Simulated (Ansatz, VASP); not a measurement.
**One calculation of ZnS, two programs**

File INCAR:

```
ALGO = Normal
EDIFF = 1E-6
ENCUT = 500
GGA = CA
GGA_COMPAT = F
ISIF = 2
ISMEAR = -1
LASPH = T
LCHARG = T
LELF = T
LREAL = F
LVHAR = T
LWAVE = F
NBANDS = 16
NELM = 120
PREC = Accurate
SIGMA = 0.08
```

File KPOINTS:

```
k-points
0
Gamma
  16 16 16
```

File POSCAR:

```
ZnS
1.0
    0.0000000000      2.4832497089      2.4832497089
    2.4832497089      0.0000000000      2.4832497089
    2.4832497089      2.4832497089      0.0000000000
Zn S
1 1
Direct
    0.0000000000      0.0000000000      0.0000000000
    0.5000000000      0.5000000000      0.5000000000
```

Input for Ansatz:

```yaml
crystal:
  lattice:
    - [0.0, 2.4832497089, 2.4832497089]
    - [2.4832497089, 0.0, 2.4832497089]
    - [2.4832497089, 2.4832497089, 0.0]
  atoms:
    - { symbol: Zn, position: [0.0, 0.0, 0.0] }
    - { symbol: S, position: [0.5, 0.5, 0.5] }
kpoints:
  mp_grid: { grid: [16, 16, 16] }
scf:
  occupations: { method: fermi_dirac, width: 0.08 }
hamiltonian:
  xc: lda
  pseudopotentials: { kind: paw, level: accurate }
output:
  forces: true
  stress: true
  eigenvalues: true
```

Alike in both runs: task single point; functional LDA; k mesh 16 × 16 × 16; occupations fermi-dirac, width 0.08 eV; no spin polarisation.

|  | VASP | Ansatz |
| --- | --- | --- |
| version | VASP 6.6.1 | Ansatz 0.2.0 |
| potentials or method | VASP PAW LDA potentials, release 64 (Zn, S) | PAW with other files of Ansatz's library (level accurate), scalar-relativistic |
| plane-wave cutoff (eV) | 500 | 800 |
| valence electrons in the cell | 18 | 26 |

|  | VASP | Ansatz | Ansatz less VASP |
| --- | --- | --- | --- |
| pressure (GPa) | 0.3 | 0.0 | -0.33 |

LDA's correlation is that of Perdew and Zunger in VASP and of Perdew and Wang (1992) in Ansatz. VASP's potentials hold 18 valence electrons a cell and Ansatz's 26, so a difference there can come from the potentials and not from the codes.
